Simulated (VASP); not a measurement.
Here is a VASP 6.6.1 calculation.

INCAR

```
SYSTEM = SrVO3
ALGO = Normal ; EDIFF = 1E-7
ENCUT = 520 ; GGA = PE
ISIF = 2 ; ISMEAR = 0
LASPH = .TRUE. ; LCHARG = .TRUE.
LELF = .TRUE. ; LREAL = .FALSE.
LVHAR = .TRUE. ; LWAVE = .FALSE.
NBANDS = 28 ; NELM = 60
PREC = Accurate ; SIGMA = 0.05
```

KPOINTS

```
k-points
0
G
  8 8 8
  0 0 0
```

Contents of POSCAR:

```
SrVO3
1.0
    3.8057070745      0.0000000000      0.0000000000
    0.0000000000      3.8057070745      0.0000000000
    0.0000000000      0.0000000000      3.8057070745
Sr V O
1 1 3
Direct
    0.5000000000      0.5000000000      0.5000000000
    0.0000000000      0.0000000000      0.0000000000
    0.5000000000      0.0000000000      0.0000000000
    0.0000000000      0.5000000000      0.0000000000
    0.0000000000      0.0000000000      0.5000000000
```

Potentials or basis: VASP PAW PBE potentials, release 64 (Sr_sv, V_sv, O).

The run is started by

```console
$ cat potpaw_PBE.64/Sr_sv/POTCAR potpaw_PBE.64/V_sv/POTCAR potpaw_PBE.64/O/POTCAR > POTCAR
$ mpirun -np 1 vasp_std > vasp.out
```

(1) What does it give for the band gap on the k mesh?

(2) Predict the pressure.

Answers

(1) zero (an odd number of electrons rules out a gap without spin polarisation).

(2) 9.1 GPa.

Caveat: the cell stands under pressure; an odd number of electrons without spin polarisation forces a metal; a magnetic or distorted state may lie lower; the run has no spin polarisation, though such a crystal can be magnetic; semilocal functionals often make such compounds metallic where correlation or magnetic order opens a gap, which also shifts bond lengths.
